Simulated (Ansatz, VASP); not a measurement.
**Two plane-wave programs on Al3GaN4**

INCAR

```
SYSTEM = Al3GaN4
  PREC = Accurate
  ENCUT = 520
  EDIFF = 1E-6
  ISMEAR = 0
  SIGMA = 0.05
  LREAL = .False.
  LASPH = .True.
  NELM = 100
  ALGO = Normal
  ISIF = 2
  LWAVE = .False.
  LCHARG = .False.
  GGA = PS
  NBANDS = 31
```

KPOINTS

```
regular mesh
0
Gamma
  6 6 6
  0 0 0
```

Contents of POSCAR:

```
Al3GaN4
1.0
    4.1477181458      0.0000000000      0.0000000000
    0.0000000000      4.1477181458      0.0000000000
    0.0000000000      0.0000000000      4.9756026877
Al Ga N
3 1 4
Direct
    0.5000000000      0.5000000000      0.0000000000
    0.5000000000      0.0000000000      0.5000000000
    0.0000000000      0.5000000000      0.5000000000
    0.0000000000      0.0000000000      0.0000000000
    0.7447140287      0.7447140287      0.2552859713
    0.7447140287      0.2552859713      0.7447140287
    0.2552859713      0.7447140287      0.7447140287
    0.2552859713      0.2552859713      0.2552859713
```

Input for Ansatz:

```yaml
crystal:
  lattice:
    - [4.1477181458, 0.0, 0.0]
    - [0.0, 4.1477181458, 0.0]
    - [0.0, 0.0, 4.9756026877]
  atoms:
    - { symbol: Al, position: [0.5, 0.5, 0.0] }
    - { symbol: Al, position: [0.5, 0.0, 0.5] }
    - { symbol: Al, position: [0.0, 0.5, 0.5] }
    - { symbol: Ga, position: [0.0, 0.0, 0.0] }
    - { symbol: "N", position: [0.7447140287, 0.7447140287, 0.2552859713] }
    - { symbol: "N", position: [0.7447140287, 0.2552859713, 0.7447140287] }
    - { symbol: "N", position: [0.2552859713, 0.7447140287, 0.7447140287] }
    - { symbol: "N", position: [0.2552859713, 0.2552859713, 0.2552859713] }
basis:
  ecutwfc: 520.0
kpoints:
  mp_grid: { grid: [6, 6, 6] }
hamiltonian:
  xc: pbesol
scf:
  occupations: { method: gaussian, width: 0.05 }
output:
  forces: true
  stress: true
  eigenvalues: true
```

Alike in both runs: task single point; functional PBEsol; k mesh 6 × 6 × 6; occupations gaussian, width 0.05 eV; no spin polarisation.

|  | VASP | Ansatz |
| --- | --- | --- |
| version | VASP 6.6.1 | Ansatz 0.2.0 |
| potentials or method | VASP PAW PBE potentials, release 64 (Al, Ga_d, N), cutoff 520 eV | scalar-relativistic, plane waves, PAW |
| valence electrons in the cell | 42 | 42 |

Ansatz gave:

```
gap on the k mesh at the Fermi level (eV)                     : 2.61
least direct gap on the mesh (eV)                             : 2.74
pressure (GPa)                                                : -2.0
traceless stress, the component that is largest in VASP (GPa) : -25.31
rms of the force components (eV/Å)                            : 0.061
```

**Question.** Which values does VASP return?

**Answer.** gap on the k mesh at the Fermi level (eV): 2.61; least direct gap on the mesh (eV): 2.73; pressure (GPa): -2.1; traceless stress, the component that is largest in VASP (GPa): -25.38; rms of the force components (eV/Å): 0.061.

VASP's potentials were made for PBE, not for PBEsol. Atom by atom the forces differ by 0.002 eV/Å (rms over components).
